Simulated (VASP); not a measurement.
# BN (I-4m2) in VASP: single point with PBE

Aim: the single point of BN with PBE.

Everything below comes from runs of VASP 6.6.1. Logs are shortened: lines on timing, memory, paths and dates and some standing lists are left out, and cuts for length are marked.

## (1) The cell of the first run

It takes space group I-4m2 (No. 119, tetragonal). Conventional cell: a = 2.655 Å, b = 2.655 Å, c = 3.547 Å, α = 90.00°, β = 90.00°, γ = 90.00°. B (site symmetry -4m2) has 4 N at 1.60 Å within 2.1 Å. N (site symmetry -4m2) has 4 B at 1.60 Å within 2.1 Å.

## (2) Single point, PBE (epitaxial xy strain +4.0%)

The input, INCAR:

```
PREC = Accurate
ENCUT = 520
EDIFF = 1E-6
ISMEAR = 0
SIGMA = 0.01
LREAL = F
LASPH = T
NELM = 60
ALGO = Normal
ISIF = 2
LWAVE = F
LCHARG = T
GGA = PE
LELF = T
LVHAR = T
NBANDS = 11
```

The input, KPOINTS:

```
Automatic mesh
0
Gamma
  6 6 6
```

The input, POSCAR:

```
BN
1.0
    0.0000000000      1.8770184676      1.7733753882
    1.8770184676      0.0000000000      1.7733753882
    1.8770184676      1.8770184676      0.0000000000
B N
1 1
Direct
    0.0000000000      0.0000000000      0.0000000000
    0.2500000000      0.2500000000      0.2500000000
```

Potentials or basis: VASP PAW PBE potentials, release 64 (B, N).

Launch:

```bash
cat potpaw_PBE.64/B/POTCAR potpaw_PBE.64/N/POTCAR > POTCAR
mpirun -np 1 vasp_std > vasp.out
```

OUTCAR:

```text
PREC = Accurate
   ENCUT = 520
   EDIFF = 1E-6
   ISMEAR = 0
   LREAL = F
   LASPH = T
   NELM = 60
   ISIF = 2
   GGA = PE

 ion  position               nearest neighbor table
   1  0.000  0.000  0.000-   2 1.60   2 1.60   2 1.60   2 1.60
   2  0.250  0.250  0.250-   1 1.60   1 1.60   1 1.60   1 1.60

  LATTYP: Found a body centered tetragonal cell.
 ALAT       =     2.6545049737
 C/A-ratio  =     1.3361251200

  Lattice vectors:

 A1 = (   0.0000000000,  -1.8770184676,  -1.7733753882)
 A2 = (   0.0000000000,   1.8770184676,  -1.7733753882)
 A3 = (   1.8770184676,   0.0000000000,   1.7733753882)

Analysis of symmetry for initial positions (statically):
=====================================================================
 Subroutine PRICEL returns:
 Original cell was already a primitive cell.

 Routine SETGRP: Setting up the symmetry group for a
 body centered tetragonal supercell.

 Subroutine GETGRP returns: Found  8 space group operations
 (whereof  8 operations were pure point group operations)
 out of a pool of 16 trial point group operations.

The static configuration has the point symmetry D_2d.

Analysis of symmetry for dynamics (positions and initial velocities):
=====================================================================
 Subroutine PRICEL returns:
 Original cell was already a primitive cell.

 Routine SETGRP: Setting up the symmetry group for a
 body centered tetragonal supercell.

 Subroutine GETGRP returns: Found  8 space group operations
 (whereof  8 operations were pure point group operations)
 out of a pool of 16 trial point group operations.

The dynamic configuration has the point symmetry D_2d.

 Subroutine INISYM returns: Found  8 space group operations
 (whereof  8 operations are pure point group operations),
 and found     1 'primitive' translations

----------------------------------------------------------------------------------------

                                     Primitive cell

  volume of cell :      12.4959

  direct lattice vectors                    reciprocal lattice vectors
     0.000000000  1.877018468  1.773375388    -0.266379904  0.266379904  0.281948201
     1.877018468  0.000000000  1.773375388     0.266379904 -0.266379904  0.281948201
     1.877018468  1.877018468  0.000000000     0.266379904  0.266379904 -0.281948201

  length of vectors
     2.582258429  2.582258429  2.654504974     0.470543616  0.470543616  0.470543616

  position of ions in fractional coordinates (direct lattice)
     0.000000000  0.000000000  0.000000000
     0.250000000  0.250000000  0.250000000

  ion indices of the primitive-cell ions
   primitive index   ion index
                 1           1
                 2           2

----------------------------------------------------------------------------------------

 KPOINTS: Automatic mesh

Automatic generation of k-mesh.
 Grid dimensions read from file:
 generate k-points for:    6    6    6

 Generating k-lattice:

  Cartesian coordinates                     Fractional coordinates (reciprocal lattice)
    -0.044396651  0.044396651  0.046991367     0.166666667  0.000000000  0.000000000
     0.044396651 -0.044396651  0.046991367     0.000000000  0.166666667  0.000000000
     0.044396651  0.044396651 -0.046991367     0.000000000  0.000000000  0.166666667

  Length of vectors
     0.078423936  0.078423936  0.078423936

  Shift w.r.t. Gamma in fractional coordinates (k-lattice)
     0.000000000  0.000000000  0.000000000

 Subroutine IBZKPT returns following result:
 ===========================================

 Found     30 irreducible k-points:

 Following reciprocal coordinates:
            Coordinates               Weight
  0.000000  0.000000  0.000000      1.000000
  0.166667  0.000000  0.000000      8.000000
  0.333333  0.000000  0.000000      8.000000
  0.500000  0.000000  0.000000      4.000000
  0.166667  0.166667  0.000000      2.000000
  0.333333  0.166667  0.000000      8.000000
[... 16 lines left out ...]
  0.333333  0.000000  0.333333      4.000000
  0.500000  0.000000  0.333333     16.000000
 [... further k-points ...]
   k-points           NKPTS =     30   k-points in BZ     NKDIM =     30   number of bands    NBANDS=     11
   number of dos      NEDOS =    301   number of ions     NIONS =      2
   total plane-waves  NPLWV =   8000
   dimension x,y,z NGX =    20 NGY =   20 NGZ =   20
   dimension x,y,z NGXF=    40 NGYF=   40 NGZF=   40
   ions per type =               1   1
   NGX,Y,Z   is equivalent  to a cutoff of  12.88, 12.88, 12.53 a.u.
   NGXF,Y,Z  is equivalent  to a cutoff of  25.75, 25.75, 25.05 a.u.
 SYSTEM =  unknown system
   PREC   = accura    normal or accurate (medium, high low for compatibility)
   ISTART =      0    job   : 0-new  1-cont  2-samecut
   ICHARG =      2    charge: 1-file 2-atom 10-const
   ISPIN  =      1    spin polarized calculation?
   LNONCOLLINEAR =      F non collinear calculations
   LSORBIT =      F    spin-orbit coupling
   LASPH  =      T    aspherical Exc in radial PAW
   ENCUT  =  520.0 eV  38.22 Ry    6.18 a.u.   4.80  4.80  4.94*2*pi/ulx,y,z
   NELM   =     60;   NELMIN=  2; NELMDL= -5     # of ELM steps
   EDIFF  = 0.1E-05   stopping-criterion for ELM
   LREAL  =      F    real-space projection
   EDIFFG = 0.1E-04   stopping-criterion for IOM
   NSW    =      0    number of steps for IOM
   IBRION =     -1    ionic relax: 0-MD 1-quasi-New 2-CG
   NFREE  =      0    steps in history (QN), initial steepest desc. (CG)
   ISIF   =      2    stress and relaxation
   ISYM   =      2    0-nonsym 1-usesym 2-fastsym
   POTIM  = 0.5000    time-step for ionic-motion
   TEBEG  =    0.0;   TEEND  =   0.0 temperature during run
   PSTRESS=    0.0 pullay stress
   NELECT =       8.0000    total number of electrons
   NUPDOWN=      -1.0000    fix difference up-down
   EMIN   =  10.00;   EMAX   =-10.00  energy-range for DOS
   EFERMI =   0.00;   METHOD = LEGACY
   ISMEAR =     0;   SIGMA  =   0.01  broadening in eV -4-tet -1-fermi 0-gaus
   EFERMI_NEDOS =   21; number of points for ismear=-14 and -15
   IALGO  =     38    algorithm
   IMIX   =      4    mixing-type and parameters
     AMIX     =   0.40;   BMIX     =  1.00
     AMIX_MAG =   1.60;   BMIX_MAG =  1.00
  volume/ion in A,a.u.               =       6.25        42.16
  Fermi-wavevector in a.u.,A,eV,Ry     =   1.410963  2.666333 27.086697  1.990816
  Thomas-Fermi vector in A             =   2.532863
   LORBIT       =      0    0 simple, 1 ext, 2 COOP (PROOUT), +10 PAW based schemes
   GGA     = PE    functional components
   LHFCALC =     F    Hartree Fock is set to
   AEXX    =    0.0000 exact exchange contribution
   IVDW    =     0    specifies the selected vdW correction
   LEPSILON=     F    determine dielectric tensor
   LRPA    =     F    only Hartree local field effects (RPA)
 non-spin polarized calculation
 Gauss-broadening in eV      SIGMA  =   0.01
  energy-cutoff  :      520.00
  volume of cell :       12.50
 maximum number of plane-waves:       346
   NGX =  9   NGY =  9   NGZ =  9

 number of electron       8.0000002 magnetization

 Free energy of the ion-electron system (eV)
  ---------------------------------------------------
  ext. energy  EPLUGINS =         0.00000000
  ---------------------------------------------------
  free energy    TOTEN  =       -17.37095835 eV

  energy without entropy =      -17.37095835  energy(sigma->0) =      -17.37095835

 E-fermi :   7.1957     XC(G=0): -12.5489

 val. band max:        7.0608257899   @ k =   0.0000   0.0000   0.0000
 cond. band min:      10.5474954874   @ k =   0.5000   0.5000   0.0000
 fundamental gap:      3.4866696976
 Fermi energy:         7.1957381058

 k-point     1 :       0.0000    0.0000    0.0000
  band No.  band energies     occupation
      1     -12.8708      2.00000
      2       6.5685      2.00000
      3       6.5685      2.00000
      4       7.0608      2.00000
      5      15.0451      0.00000
      6      15.4406      0.00000
      7      15.4406      0.00000
      8      16.1572      0.00000
      9      30.4576      0.00000
     10      32.4456      0.00000
     11      33.5126      0.00000

 k-point     2 :       0.1667    0.0000    0.0000
  band No.  band energies     occupation
      1     -12.2307      2.00000
      2       3.8330      2.00000
      3       5.9161      2.00000
      4       6.3941      2.00000
      5      15.3441      0.00000
      6      16.2283      0.00000
      7      16.2714      0.00000
      8      18.2073      0.00000
      9      29.4992      0.00000
     10      29.7155      0.00000
     11      30.9313      0.00000

 k-point     3 :       0.3333    0.0000    0.0000
  band No.  band energies     occupation
      1     -10.4632      2.00000
      2      -0.7964      2.00000
      3       4.9144      2.00000
      4       5.6041      2.00000
      5      15.6033      0.00000
      6      16.8756      0.00000
      7      17.5138      0.00000
      8      20.6327      0.00000
      9      29.0092      0.00000
     10      30.4121      0.00000
     11      30.9342      0.00000

 k-point     4 :       0.5000    0.0000    0.0000
  band No.  band energies     occupation
      1      -8.9064      2.00000
      2      -3.4450      2.00000
      3       4.5059      2.00000
      4       5.2897      2.00000
      5      15.6535      0.00000
      6      16.8352      0.00000
      7      17.8823      0.00000
      8      21.4273      0.00000
      9      29.3280      0.00000
     10      32.2478      0.00000
     11      32.9095      0.00000

 k-point     5 :       0.1667    0.1667    0.0000
  band No.  band energies     occupation
      1     -11.9508      2.00000
      2       4.8346      2.00000
      3       4.8346      2.00000
      4       4.9932      2.00000
      5      13.9082      0.00000
      6      17.6994      0.00000
      7      17.6994      0.00000
      8      17.7570      0.00000
      9      26.8150      0.00000
     10      32.5165      0.00000
     11      33.7592      0.00000
[... 211 lines left out ...]
 k-point    21 :      -0.1667    0.3333    0.1667
  band No.  band energies     occupation
      1      -9.1768      2.00000
      2      -0.2832      2.00000
      3       1.9231      2.00000
      4       3.1380      2.00000
      5      15.3689      0.00000
      6      17.6031      0.00000
      7      19.2199      0.00000
      8      22.0931      0.00000
      9      25.1976      0.00000
     10      31.0413      0.00000
     11      33.5898      0.00000

 k-point    22 :      -0.3333    0.5000    0.1667
  band No.  band energies     occupation
      1      -7.1945      2.00000
      2      -0.6797      2.00000
      3       0.5094      2.00000
      4       0.7671      2.00000
      5      13.5934      0.00000
      6      17.3532      0.00000
      7      21.0785      0.00000
      8      22.8765      0.00000
      9      26.0363      0.00000
     10      31.7994      0.00000
     11      35.8868      0.00000

 k-point    23 :       0.3333    0.0000    0.3333
  band No.  band energies     occupation
      1      -9.8058      2.00000
      2       0.5902      2.00000
      3       3.0882      2.00000
      4       3.2335      2.00000
      5      12.5278      0.00000
      6      17.0005      0.00000
      7      20.8092      0.00000
      8      22.2251      0.00000
      9      24.6923      0.00000
     10      32.6183      0.00000
     11      38.8802      0.00000

 k-point    24 :       0.5000    0.0000    0.3333
  band No.  band energies     occupation
      1      -8.2683      2.00000
      2      -1.2241      2.00000
      3       1.1713      2.00000
      4       2.9094      2.00000
      5      13.1519      0.00000
      6      17.8894      0.00000
      7      21.4879      0.00000
      8      22.7522      0.00000
      9      25.5646      0.00000
     10      31.9720      0.00000
     11      36.2734      0.00000

 [... further k-points ...]
[... 5 lines left out ...]
  --------------------------------------------------------------------------------------
  -------------------------------------------------------------------------------------
  Total       -2.0689870     -2.0689870      0.3142620      0.0000000      0.0000000     -0.0000000
  in kB     -265.2776028   -265.2776028     40.2934767      0.0000000      0.0000000     -0.0000000
  external PRESSURE =    -163.4205763 kB  Pullay stress =       0.0000000 kB

 VOLUME and BASIS-vectors are now :
 -----------------------------------------------------------------------------
  energy-cutoff  :      520.00
  volume of cell :       12.50
      direct lattice vectors                 reciprocal lattice vectors
     0.000000000  1.877018468  1.773375388    -0.266379904  0.266379904  0.281948201
     1.877018468  0.000000000  1.773375388     0.266379904 -0.266379904  0.281948201
     1.877018468  1.877018468  0.000000000     0.266379904  0.266379904 -0.281948201

 POSITION                                       TOTAL-FORCE (eV/Angst)
 -----------------------------------------------------------------------------------
      0.00000      0.00000      0.00000        -0.000000     -0.000000     -0.000000
      0.93851      0.93851      0.88669         0.000000      0.000000      0.000000
 -----------------------------------------------------------------------------------
    total drift:                                0.000001      0.000001     -0.000002

  FREE ENERGIE OF THE ION-ELECTRON SYSTEM (eV)
  ---------------------------------------------------
  free  energy   TOTEN  =       -17.3709583540 eV

  energy  without entropy=      -17.3709583540  energy(sigma->0) =      -17.37095835
```

Run time: 5.9 s. Hardware: 1 thread of Intel Xeon Platinum 8259CL at 2.50GHz (Skylake/Cascade Lake), shared host; peak memory 0.12 GiB.

Results:

* Free energy: -17.3710 eV
* Pressure: -16.3 GPa
* Band gap on the k mesh: 3.49 eV (least direct gap 7.98 eV)

Levels at points of the mesh, in eV from the valence-band top:
```
           k point  band 1  band 2  band 3  band 4  band 5  band 6  band 7  band 8  band 9
(0.00, 0.00, 0.00)  -19.93   -0.49   -0.49    0.00    7.98    8.38    8.38    9.10   23.40
(0.50, 0.00, 0.00)  -15.97  -10.51   -2.55   -1.77    8.59    9.77   10.82   14.37   22.27
(0.50, 0.50, 0.00)  -14.29   -8.34   -5.43   -5.43    3.49    7.72   16.80   16.80   20.24
(0.50, 0.00, 0.50)  -14.88   -9.15   -4.70   -4.69    4.39    9.03   16.19   16.95   19.09
```

Caveat: the k points lie up to 0.49 Å⁻¹ apart; the cell differs from its parent crystal (epitaxial xy strain +4.0%).
